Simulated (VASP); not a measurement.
A run of VASP 6.6.1:

Contents of POSCAR:

```
Cd3Te2Se
1.0
    4.5800621907      0.0000000000      0.0000000000
   -2.2900310953      3.9664502081      0.0000000000
    0.0000000000      0.0000000000     22.4844433000
Cd Te Se
6 4 2
Direct
    0.3333333333      0.6666666667      0.0065410000
    0.3333333333      0.6666666667      0.3335660000
    0.3333333333      0.6666666667      0.6601650000
    0.6666666667      0.3333333333      0.1601650000
    0.6666666667      0.3333333333      0.5065410000
    0.6666666667      0.3333333333      0.8335660000
    0.3333333333      0.6666666667      0.4608050000
    0.3333333333      0.6666666667      0.7879000000
    0.6666666667      0.3333333333      0.2879000000
    0.6666666667      0.3333333333      0.9608050000
    0.3333333333      0.6666666667      0.1260230000
    0.6666666667      0.3333333333      0.6260230000
```

File INCAR.step1:

```
PREC     = Accurate       # precision mode
ENCUT    = 520            # plane-wave cutoff, eV
EDIFF    = 1E-6           # SCF threshold, eV
ISMEAR   = 0              # smearing method
SIGMA    = 0.01           # smearing width, eV
LREAL    = F              # projectors in reciprocal space
LASPH    = T              # aspherical terms in the spheres
NELM     = 60             # most SCF steps
ALGO     = Normal         # electronic algorithm
ISIF     = 2              # what is computed and relaxed
LWAVE    = F              # write WAVECAR
LCHARG   = T              # write CHGCAR
GGA      = PE             # functional
NBANDS   = 66             # bands
LUSENCCL = F
```

The input KPOINTS.step1:

```
regular mesh
0
Gamma
  12 12 2
```

Contents of INCAR.step2:

```
PREC     = Accurate       # precision mode
ENCUT    = 520            # plane-wave cutoff, eV
EDIFF    = 1E-6           # SCF threshold, eV
ISMEAR   = -5             # smearing method
SIGMA    = 0.01           # smearing width, eV
LREAL    = F              # projectors in reciprocal space
LASPH    = T              # aspherical terms in the spheres
NELM     = 60             # most SCF steps
ALGO     = Normal         # electronic algorithm
ISIF     = 2              # what is computed and relaxed
LWAVE    = F              # write WAVECAR
LCHARG   = F              # write CHGCAR
GGA      = PE             # functional
LORBIT   = 11             # projections on sites
NEDOS    = 1001           # points of the DOS
ICHARG   = 11             # starting density
LUSENCCL = F
```

File KPOINTS.step2:

```
regular mesh
0
Gamma
  18 18 3
```

Potentials or basis: VASP PAW PBE potentials, release 64 (Cd, Te, Se).

The run is started by

```bash
$ cat potpaw_PBE.64/Cd/POTCAR potpaw_PBE.64/Te/POTCAR potpaw_PBE.64/Se/POTCAR > POTCAR
$ cp INCAR.step1 INCAR
$ cp KPOINTS.step1 KPOINTS
$ mpirun -np 1 vasp_std > vasp.out
$ cp INCAR.step2 INCAR
$ cp KPOINTS.step2 KPOINTS
$ mpirun -np 1 vasp_std > vasp.out
```

Hardware: 1 × NVIDIA H100 80GB with 1 thread of AMD EPYC 7R13 Processor (Zen 3), with other jobs on the host.

Task: How long does it take, and how much memory?

Result: Wall time 9.1 min on 1 × NVIDIA H100 80GB with 1 thread of AMD EPYC 7R13 Processor (Zen 3), with other jobs on the host, peak memory 2.5 GiB. Counts: k points 74.
